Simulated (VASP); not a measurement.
Wanted: the native input for a VASP 6.6.1 run.

```yaml
Task: single point
Functional: PBE
Potentials_or_basis: VASP PAW PBE potentials, release 64 (Mg, I)
Cutoff: 520 eV
k_mesh: 6 × 6 × 4
Occupations: gaussian, width 0.05 eV
Spin: no spin polarisation
Dipole_correction: no
Further_INCAR_settings: ALGO = Normal; EDIFF = 1e-06; NBANDS = 15
```

The structure of MgI2 lies in POSCAR:

```
MgI2
1.0
    4.1537001214      0.0000000000      0.2336456318
   -2.0768500607      3.5972098248     -0.1168228159
    0.3859875000      0.0000000000      6.8620000000
Mg I
1 2
Direct
    0.0000000000      0.0000000000      0.0000000000
    0.3333333333      0.6666666667      0.7576300000
    0.6666666667      0.3333333333      0.2423700000
```

This cell differs from its parent crystal: strain +0.1125 x Voigt [0, 0, 0, 0, 1, 0].

The input as run:

INCAR

```
SYSTEM = MgI2
ALGO = Normal ; EDIFF = 1E-6
ENCUT = 520 ; GGA = PE
ISIF = 2 ; ISMEAR = 0
LASPH = .TRUE. ; LCHARG = .FALSE.
LREAL = .FALSE. ; LWAVE = .FALSE.
NBANDS = 15 ; NELM = 60
PREC = Accurate ; SIGMA = 0.05
```

KPOINTS

```
k-points
0
G
  6 6 4
  0 0 0
```

Potentials or basis: VASP PAW PBE potentials, release 64 (Mg, I).

The run is started by

```sh
$ cat potpaw_PBE.64/Mg/POTCAR potpaw_PBE.64/I/POTCAR > POTCAR
$ mpirun -np 1 vasp_std > vasp.out
```

It gave:

The pressure is 1.7 GPa. The largest force is 0.366 eV/Å and the band gap on the k mesh is 3.39 eV, indirect (least direct gap 3.57 eV).

Caveat: the cell differs from its parent crystal (strain +0.1125 x Voigt [0, 0, 0, 0, 1, 0]); spin-orbit coupling is left out, which moves the levels of the heavy elements.

Run time: 38 s on 1 thread of Intel(R) Xeon(R) 6975P-C (Granite Rapids), with other jobs on the host, peak memory 0.3 GiB.
